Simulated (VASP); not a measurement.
Wanted: the native input for a VASP 6.6.1 run.

```
Task                   : relaxation of shape and atoms at fixed volume
Functional             : r2SCAN
Potentials or basis    : VASP PAW PBE potentials, release 64 (B, C)
Cutoff                 : 660 eV
k mesh                 : 9 × 9 × 9
Occupations            : gaussian, width 0.1 eV
Spin                   : no spin polarisation
Dipole correction      : no
Further INCAR settings : ALGO = Normal; EDIFF = 1e-07; IBRION = 2; EDIFFG = -0.01; NSW = 50; ISIF = 4
```

The system is B13C2.

```
CELL_PARAMETERS angstrom
2.79481 1.61358 3.98903
-2.79481 1.61358 3.98903
0.00000 -3.22717 3.98903
ATOMIC_POSITIONS crystal
B 0.50000 0.50000 0.50000
B 0.80343 0.31855 0.80343
B 0.80343 0.80343 0.31855
B 0.31855 0.80343 0.80343
B 0.68145 0.19657 0.19657
B 0.19657 0.68145 0.19657
B 0.19657 0.19657 0.68145
B 0.00781 0.32379 0.00781
B 0.00781 0.00781 0.32379
B 0.32379 0.00781 0.00781
B 0.67621 0.99219 0.99219
B 0.99219 0.67621 0.99219
B 0.99219 0.99219 0.67621
C 0.61883 0.61883 0.61883
C 0.38117 0.38117 0.38117
```

This cell differs from its parent crystal: volume scaled by 0.97.

These files were run (other wordings do the same):

POSCAR

```
B13C2
1.0
    2.7948099691      1.6135842880      3.9890349216
   -2.7948099691      1.6135842880      3.9890349216
    0.0000000000     -3.2271685760      3.9890349216
B C
13 2
Direct
    0.5000000000      0.5000000000      0.5000000000
    0.8034293145      0.3185508987      0.8034293145
    0.8034293145      0.8034293145      0.3185508987
    0.3185508987      0.8034293145      0.8034293145
    0.6814491013      0.1965706855      0.1965706855
    0.1965706855      0.6814491013      0.1965706855
    0.1965706855      0.1965706855      0.6814491013
    0.0078058177      0.3237906481      0.0078058177
    0.0078058177      0.0078058177      0.3237906481
    0.3237906481      0.0078058177      0.0078058177
    0.6762093519      0.9921941823      0.9921941823
    0.9921941823      0.6762093519      0.9921941823
    0.9921941823      0.9921941823      0.6762093519
    0.6188267926      0.6188267926      0.6188267926
    0.3811732074      0.3811732074      0.3811732074
```

INCAR.step1

```
SYSTEM = B13C2
PREC = Accurate ; ENCUT = 660
ISMEAR = 0 ; SIGMA = 0.1
LREAL = .False. ; LASPH = .True.
NELM = 120 ; GGA = PE
ALGO = Normal ; EDIFF = 1E-5
LWAVE = .True. ; LCHARG = .False.
GGA_COMPAT = .False. ; IBRION = 2
ISIF = 3 ; EDIFFG = -0.005
NELMIN = 4 ; NSW = 100
KPAR = 4
```

INCAR.step2

```
SYSTEM = B13C2
PREC = Accurate ; ENCUT = 660
EDIFF = 1E-7 ; ISMEAR = 0
SIGMA = 0.1 ; LREAL = .False.
LASPH = .True. ; NELM = 120
ALGO = Normal ; ISIF = 4
LWAVE = .False. ; LCHARG = .False.
METAGGA = R2SCAN ; LMIXTAU = .True.
IBRION = 2 ; NSW = 50
EDIFFG = -0.01 ; ISTART = 1
GGA_COMPAT = .False. ; NELMIN = 4
KPAR = 4
```

KPOINTS

```
regular mesh
0
Gamma
  9 9 9
  0 0 0
```

Potentials or basis: VASP PAW PBE potentials, release 64 (B, C).

Command:

```sh
$ cat potpaw_PBE.64/B/POTCAR potpaw_PBE.64/C/POTCAR > POTCAR
$ cp INCAR.step1 INCAR
$ mpirun -np 4 vasp_std > vasp.out
$ cp INCAR.step2 INCAR
$ mpirun -np 4 vasp_std > vasp.out
```

It gave:

```yaml
Energy_gained_by_relaxing: 0.3 meV/atom
Ionic_steps: 6
Pressure_after_relaxing: 7.5 GPa
Largest_force_after_relaxing: 0.010 eV/Å
```

Caveat: the PAW data sets were made with another functional, which shifts forces and pressure a little.

Wall time 30 min on 4 MPI ranks on Intel(R) Xeon(R) Platinum 8488C (Sapphire Rapids) (shared host), peak memory 0.56 GiB a rank.
